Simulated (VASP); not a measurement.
## I: single point with PBE+D3(BJ)

Crystal: I.

```
CELL_PARAMETERS angstrom
0.00000 2.25866 3.70127
2.26130 0.00000 3.70127
2.26130 2.25866 0.00000
ATOMIC_POSITIONS crystal
I 0.00000 0.00000 0.00000
```

| Property | Result |
| --- | --- |
| Program | VASP 6.6.1 |
| Task | single point |
| Functional | PBE |
| Dispersion | D3(BJ) |
| Potentials or basis | VASP PAW PBE potentials, release 64 (I) |
| Cutoff | 520 eV |
| k mesh | 14 × 14 × 14 |
| Occupations | gaussian, width 0.1 eV |
| Spin | no spin polarisation |
| Dipole correction | no |
| Further INCAR settings | ALGO = Normal; EDIFF = 1e-07; NBANDS = 10 |

* Pressure: 0.0 GPa
* Dispersion energy per atom: -0.345 eV

Stress tensor (GPa, compression positive):
```
-0.08  0.00  0.00
 0.00 -0.07  0.00
 0.00  0.00  0.01
```

Levels at points of the mesh, in eV from the Fermi level:
```csv
k point,band 2,band 3,band 4,band 5,band 6,band 7
"(0.00, 0.00, 0.00)",-1.80,0.90,0.91,4.70,7.38,8.32
"(0.50, 0.00, 0.00)",-5.51,-1.86,1.78,4.59,9.32,11.05
"(0.50, 0.50, 0.00)",-4.51,0.58,0.58,6.67,7.06,11.67
"(0.50, 0.00, 0.50)",-4.39,-3.95,-0.76,3.66,5.78,10.36
"(0.00, 0.50, 0.50)",-4.39,-3.94,-0.75,3.66,5.80,10.34
```

It took 38 s on 1 thread of Intel(R) Xeon(R) 6975P-C (Granite Rapids), on a shared host, peak memory 0.28 GiB.

Caveat: spin-orbit coupling is left out, which moves the levels of the heavy elements; an odd number of electrons without spin polarisation forces a metal; a magnetic or distorted state may lie lower; pairwise dispersion overbinds metals, which lowers pressure and volume.
